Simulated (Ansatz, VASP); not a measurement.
# CdS: VASP beside Ansatz

```
CELL_PARAMETERS angstrom
0.00000 2.96348 2.96348
2.96348 0.00000 2.96348
2.96348 2.96348 0.00000
ATOMIC_POSITIONS crystal
Cd 0.00000 0.00000 0.00000
S 0.25000 0.25000 0.25000
```

Alike in both runs: task single point; functional PBE; k mesh 8 × 8 × 8; occupations gaussian, width 0.02 eV; no spin polarisation.

|  | VASP | Ansatz |
| --- | --- | --- |
| version | VASP 6.6.1 | Ansatz 0.2.0 |
| potentials or method | VASP PAW PBE potentials, release 64 (Cd, S), cutoff 500 eV | scalar-relativistic, plane waves, PAW |
| valence electrons in the cell | 18 | 26 |

VASP gave:

```
gap on the k mesh at the Fermi level (eV) : 1.04
least direct gap on the mesh (eV)         : 1.04
pressure (GPa)                            : 0.3
```

Problem. Which values does Ansatz return?

Solution. gap on the k mesh at the Fermi level (eV): 1.04; least direct gap on the mesh (eV): 1.04; pressure (GPa): 0.0.

The functional is the same, so the differences come from potentials, cutoffs and numerics. VASP's potentials hold 18 valence electrons a cell and Ansatz's 26, so a difference there can come from the potentials and not from the codes.
